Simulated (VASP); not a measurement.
Input of a VASP 6.6.1 run:

The input INCAR:

```
PREC = Accurate ; ENCUT = 520
EDIFF = 1E-6 ; ISMEAR = 0
SIGMA = 0.05 ; LREAL = False
LASPH = True ; NELM = 100
ALGO = Normal ; ISIF = 2
LWAVE = False ; LCHARG = False
GGA = PE ; NBANDS = 11
```

KPOINTS

```
Automatic mesh
0
Gamma
  10 10 10
```

POSCAR

```
AlN
1.0
    0.0000000000      2.3150331732      2.1839935596
    2.3150331732      0.0000000000      2.1839935596
    2.3150331732      2.3150331732      0.0000000000
Al N
1 1
Direct
    0.0000000000      0.0000000000      0.0000000000
    0.7500000000      0.7500000000      0.7500000000
```

Potentials or basis: VASP PAW PBE potentials, release 64 (Al, N).

Launch:

```bash
$ cat potpaw_PBE.64/Al/POTCAR potpaw_PBE.64/N/POTCAR > POTCAR
$ mpirun -np 1 vasp_std > vasp.out
```

Q: Predict the band gap on the k mesh.

A: 2.98 eV, indirect (least direct gap 3.04 eV).

Q: Estimate the pressure.

A: -15.3 GPa.

Stress tensor (GPa, compression positive):
```
-17.64   0.00   0.00
  0.00 -17.64   0.00
  0.00   0.00 -10.67
```

Caveat: the cell differs from its parent crystal (strain +0.0600 x Voigt [1, 1, 0, 0, 0, 0]). A k mesh can miss the band edges.
